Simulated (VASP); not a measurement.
Cr: single point with revPBE

Cr:

```xyz
3
Lattice="4.2546 0.0000 0.0000 -2.1273 3.6846 0.0000 0.0000 0.0000 2.3001" Properties=species:S:1:pos:R:3 pbc="T T T"
Cr   -2.1273    3.6846    0.0000
Cr    0.0000    2.4564    1.1500
Cr    2.1273    1.2282    1.1500
```

This isn't the form of Cr at room conditions, which is bcc.

```json
{"Program": "VASP 6.6.1", "Task": "single point", "Functional": "revPBE", "Potentials or basis": "VASP PAW PBE potentials, release 64 (Cr_pv)", "Cutoff": "520 eV", "k mesh": "9 × 9 × 13", "Occupations": "fermi-dirac, width 0.05 eV", "Spin": "collinear spin, ferromagnetic start", "Starting moments": "[1.5, 1.5, 1.5] μB", "Dipole correction": "no", "Further INCAR settings": "ALGO = Normal; EDIFF = 1e-06; NBANDS = 29"}
```

```
Pressure                                              : -0.3 GPa
Band gap on the k mesh                                : zero (filled and empty bands overlap)
Net moment                                            : 0.00 μB per cell
Valence electrons inside the program's atomic spheres : Cr 10.98, 11.05 (each value once)
```

Levels at points of the mesh, in eV from the Fermi level:
Spin up:
```tsv
k point	band 15	band 16	band 17	band 18	band 19	band 20	band 21	band 22
(0.00, 0.00, 0.00)	-2.04	-2.04	-1.80	-0.32	-0.32	1.28	1.28	1.34
```
Spin down:
```
           k point  band 14  band 15  band 16  band 17  band 18  band 19  band 20  band 21  band 22  band 23
(0.00, 0.00, 0.00)    -2.11    -2.04    -2.04    -1.80    -0.32    -0.32     1.29     1.29     1.35     1.35
```

It took 3.2 min on 1 thread of Intel(R) Xeon(R) Platinum 8259CL CPU @ 2.50GHz (Skylake/Cascade Lake), with other jobs on the host, peak memory 0.24 GiB.

Caveat: the moments typed at the start vanished in this run; the PAW data sets were made with another functional, which shifts forces and pressure a little.
